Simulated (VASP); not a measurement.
Wanted: the native input for a VASP 6.6.1 run.

```
Task                   : single point
Functional             : PBEsol
Potentials or basis    : VASP PAW PBE potentials, release 64 (Pd, F)
Cutoff                 : 520 eV
k mesh                 : 14 × 14 × 14
Occupations            : fermi-dirac, width 0.05 eV
Spin                   : no spin polarisation
Dipole correction      : no
Further INCAR settings : ALGO = Normal; EDIFF = 1e-07; NBANDS = 16
```

The structure of PdF (CsCl type) lies in POSCAR:

```
PdF
1.0
    2.5415656476      0.0000000000      0.0000000000
    0.0000000000      2.5415656476      0.0000000000
    0.0000000000      0.0000000000      2.5415656476
Pd F
1 1
Direct
    0.0000000000      0.0000000000      0.0000000000
    0.5000000000      0.5000000000      0.5000000000
```

This cell differs from its parent crystal: volume scaled by 0.68.

The input as run:

INCAR

```
SYSTEM = PdF
ALGO     = Normal         ! electronic algorithm
EDIFF    = 1E-7           ! SCF threshold, eV
ENCUT    = 520            ! plane-wave cutoff, eV
GGA      = PS             ! functional
ISIF     = 2              ! what is computed and relaxed
ISMEAR   = -1             ! smearing method
LASPH    = .TRUE.         ! aspherical terms in the spheres
LCHARG   = .FALSE.        ! write CHGCAR
LREAL    = .FALSE.        ! projectors in reciprocal space
LWAVE    = .FALSE.        ! write WAVECAR
NBANDS   = 16             ! bands
NELM     = 80             ! most SCF steps
PREC     = Accurate       ! precision mode
SIGMA    = 0.05           ! smearing width, eV
```

KPOINTS

```
k-points
0
G
  14 14 14
  0 0 0
```

Potentials or basis: VASP PAW PBE potentials, release 64 (Pd, F).

Command:

```console
$ cat potpaw_PBE.64/Pd/POTCAR potpaw_PBE.64/F/POTCAR > POTCAR
$ mpirun -np 1 vasp_std > vasp.out
```

Results of the run:

The pressure is 132.4 GPa.

Caveat: the PAW data sets were made with another functional, which shifts forces and pressure a little; an odd number of electrons without spin polarisation forces a metal; a magnetic or distorted state may lie lower.

It took 34 s on 1 thread of Intel Xeon 8259CL, with other jobs on the host, peak memory 0.15 GiB.
